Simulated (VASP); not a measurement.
The system is Ba3Si2.

```xyz
5
Lattice="4.6967 0.0000 0.0000 -2.3483 4.0674 0.0000 0.0000 0.0000 7.3072" Properties=species:S:1:pos:R:3 pbc="T T T"
Ba    0.0000    0.0000    0.0000
Ba    0.0000    2.7116    4.7132
Ba    2.3483    1.3558    2.5941
Si    0.0000    2.7116    1.7903
Si    2.3483    1.3558    5.5170
```

```yaml
Program: VASP 6.6.1
Task: relaxation of cell and atoms
Functional: PBE
Potentials_or_basis: VASP PAW PBE potentials, release 64 (Ba_sv, Si)
Cutoff: 600 eV
k_mesh: 6 × 6 × 4
Occupations: gaussian, width 0.1 eV
Spin: no spin polarisation
```

At the start: pressure 20.5 GPa; volume 27.92 Å³/atom.

**Question.** How do energy, volume and symmetry change on relaxing?

**Answer.** Over 26 steps the energy falls by 763.1 meV/atom and the volume is 39.10 Å³/atom (+40.1 %); space group P-3m1 (No. 164, to 0.1 Å) before and after.

Step by step:
| step | energy change (eV) | largest force (eV/Å) | pressure (GPa) | volume (Å³) |
| --- | --- | --- | --- | --- |
| 1 | 0.0000 | 1.7027 | 20.53 | 139.59 |
| 2 | -3.3135 | 0.2898 | -1.50 | 224.93 |
| 3 | -3.3859 | 0.3004 | 0.16 | 207.39 |
| 4 | -3.3877 | 0.2782 | -0.10 | 209.69 |
| 5 | -3.4024 | 0.2594 | -0.09 | 209.22 |
| 6 | -3.4422 | 0.2142 | -0.04 | 207.81 |
| 7 | -3.5072 | 0.1590 | 0.11 | 204.99 |
| 8 | -3.5961 | 0.0886 | 0.55 | 199.35 |
| 9 | -3.3333 | 0.8601 | 3.11 | 188.09 |
| 10 | -3.6056 | 0.0831 | 0.66 | 198.21 |
| 11 | -3.5953 | 0.2921 | 1.48 | 193.15 |
| 12 | -3.6162 | 0.1075 | 0.88 | 196.55 |
| 13 | -3.6279 | 0.1134 | 0.81 | 196.79 |
| 14 | -3.6585 | 0.1355 | 0.63 | 197.52 |
| 15 | -3.6946 | 0.2103 | 0.36 | 198.89 |
| 16 | -3.6970 | 0.2583 | 0.30 | 199.42 |
| 17 | -3.6972 | 0.2452 | 0.31 | 199.29 |
| 18 | -3.7094 | 0.2214 | 0.18 | 199.81 |
| 19 | -3.7388 | 0.1514 | -0.17 | 201.35 |
| 20 | -3.7662 | 0.0237 | -0.76 | 204.41 |
| 21 | -3.7929 | 0.0178 | -0.46 | 200.86 |
| 22 | -3.8078 | 0.0842 | -0.04 | 196.68 |
| 23 | -3.8082 | 0.0992 | 0.04 | 195.88 |
| 24 | -3.8108 | 0.0879 | 0.00 | 196.12 |
| 25 | -3.8143 | 0.0493 | -0.12 | 196.79 |
| 26 | -3.8153 | 0.0316 | 0.04 | 195.52 |

Final structure:
```
CELL_PARAMETERS angstrom
5.71301 0.00000 0.00000
-2.85651 4.94761 0.00000
0.00000 0.00000 6.91735
ATOMIC_POSITIONS crystal
Ba 0.00000 0.00000 0.00000
Ba 0.33333 0.66667 0.68748
Ba 0.66667 0.33333 0.31252
Si 0.33333 0.66667 0.18841
Si 0.66667 0.33333 0.81159
```

Caveat: the volume moved by over 15 % at a fixed basis, so the end points are rough.
